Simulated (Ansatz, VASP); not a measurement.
InGa3P4: VASP beside Ansatz

```
In Ga P
1.0
    -2.72169    2.72169    5.44337
     2.72169   -2.72169    5.44337
     2.72169    2.72169   -5.44337
In Ga P
1 3 4
Direct
  0.50000 0.50000 0.00000
  0.75000 0.25000 0.50000
  0.00000 0.00000 0.00000
  0.25000 0.75000 0.50000
  0.12500 0.62500 0.00000
  0.37500 0.37500 0.50000
  0.62500 0.12500 0.00000
  0.87500 0.87500 0.50000
```

Alike in both runs: task single point; functional PBE; k mesh 4 × 4 × 4; occupations gaussian, width 0.1 eV; no spin polarisation.

```csv
,VASP,Ansatz
version,VASP 6.6.1,Ansatz 0.2.0
potentials or method,"VASP PAW PBE potentials, release 64 (In_d, Ga_d, P), cutoff 520 eV","scalar-relativistic, plane waves, PAW"
valence electrons in the cell,72,72
```

```tsv
	VASP	Ansatz	Ansatz less VASP
gap on the k mesh at the Fermi level (eV)	1.55	1.55	+0.002
least direct gap on the mesh (eV)	1.55	1.55	+0.001
pressure (GPa)	9.5	9.6	+0.08
rms of the force components (eV/Å)	0.798	0.803	+0.0053
```

Atom by atom the forces differ by 0.005 eV/Å (rms over components).
